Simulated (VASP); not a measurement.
Wanted: the native input for a VASP 6.6.1 run.

```yaml
Task: single point
Functional: PBE
Dispersion: D3(BJ)
Potentials_or_basis: VASP PAW PBE potentials, release 64 (Be)
Cutoff: 520 eV
k_mesh: 24 × 24 × 12
Occupations: gaussian, width 0.15 eV
Spin: no spin polarisation
Dipole_correction: no
Further_INCAR_settings: ALGO = Fast; EDIFF = 1e-06; NBANDS = 9
```

The structure of Be lies in POSCAR:

```
Be
1.0
    2.1588417127      0.0000000000      0.0000000000
   -1.0794208564      1.8696117660      0.0000000000
    0.0000000000      0.0000000000      3.4126027556
Be
2
Direct
    0.3176165720      0.6666666667      0.2500000000
    0.6823834280      0.3333333333      0.7500000000
```

This cell differs from its parent crystal: atoms displaced along a vibrational mode, the cell strained.

One way to write it, as run:

INCAR

```
SYSTEM = Be
PREC = Accurate
ENCUT = 520
EDIFF = 1E-6
ISMEAR = 0
SIGMA = 0.15
LREAL = .FALSE.
LASPH = .TRUE.
NELM = 60
ALGO = Fast
ISIF = 2
LWAVE = .FALSE.
LCHARG = .FALSE.
GGA = PE
IVDW = 12
NBANDS = 9
```

KPOINTS

```
Automatic mesh
0
G
  24 24 12
  0 0 0
```

Potentials or basis: VASP PAW PBE potentials, release 64 (Be).

The run is started by

```console
$ cat potpaw_PBE.64/Be/POTCAR > POTCAR
$ mpirun -np 1 vasp_std > vasp.out
```

It gave:

- Pressure: 11.9 GPa
- Largest force: 0.300 eV/Å
- Band gap on the k mesh: zero (bands 2 and 3 overlap by 2.26 eV)
- Dispersion energy per atom: -0.410 eV

Caveat: the cell differs from its parent crystal (atoms displaced along a vibrational mode, the cell strained); the cell stands under pressure.

Run time: 110 s on 1 thread of Intel(R) Xeon(R) Platinum 8488C (Sapphire Rapids) (shared host), peak memory 0.32 GiB.
